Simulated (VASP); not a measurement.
# Al: relaxation of cell and atoms with r2SCAN

Crystal: Al.

```
Al
1.0
     0.00000    2.02481    2.02481
     2.02481    0.00000    2.02481
     2.02481    2.02481    0.00000
Al
1
Direct
  0.00000 0.00000 0.00000
```

```
Program                : VASP 6.6.1
Task                   : relaxation of cell and atoms
Functional             : r2SCAN
Potentials or basis    : VASP PAW PBE potentials, release 64 (Al)
Cutoff                 : 550 eV
k mesh                 : 13 × 13 × 13
Occupations            : methfessel-paxton, width 0.1 eV
Spin                   : no spin polarisation
Dipole correction      : no
Further INCAR settings : ALGO = Normal; EDIFF = 1e-07; IBRION = 2; EDIFFG = -0.03; NSW = 80; ISIF = 3
```

```yaml
Relaxed_volume: 15.84 Å³/atom
Relaxed_cell: a = 2.819 Å, b = 2.819 Å, c = 2.819 Å, α = 60.00°, β = 60.00°, γ = 60.00°
Space_group_after_relaxing_to_0.1_Å: Fm-3m (No. 225)
Energy_gained_by_relaxing: 9.9 meV/atom
Ionic_steps: 3
Pressure_after_relaxing: 0.0 GPa
Band_gap_on_the_k_mesh: zero (an odd number of electrons rules out a gap without spin polarisation)
```

Step by step:
```csv
step,energy change (eV),largest force (eV/Å),pressure (GPa),volume (Å³)
1,0.0000,0.0000,-3.95,16.60
2,-0.0090,0.0000,1.33,15.64
3,-0.0099,0.0000,0.04,15.84
```

Final structure:
```
Al
1.0
     0.00000    1.99349    1.99349
     1.99349    0.00000    1.99349
     1.99349    1.99349    0.00000
Al
1
Cartesian
  0.0000 0.0000 0.0000
```

Levels at points of the mesh, in eV from the Fermi level:
```
           k point  band 1  band 2  band 3  band 4  band 5
(0.00, 0.00, 0.00)  -12.06   13.62   13.62   13.62   15.86
```

Wall time 74 s on 1 thread of AMD EPYC 7R13 Processor (Zen 3), on a shared host, peak memory 0.11 GiB.

Caveat: the PAW data sets were made with another functional, which shifts forces and pressure a little.
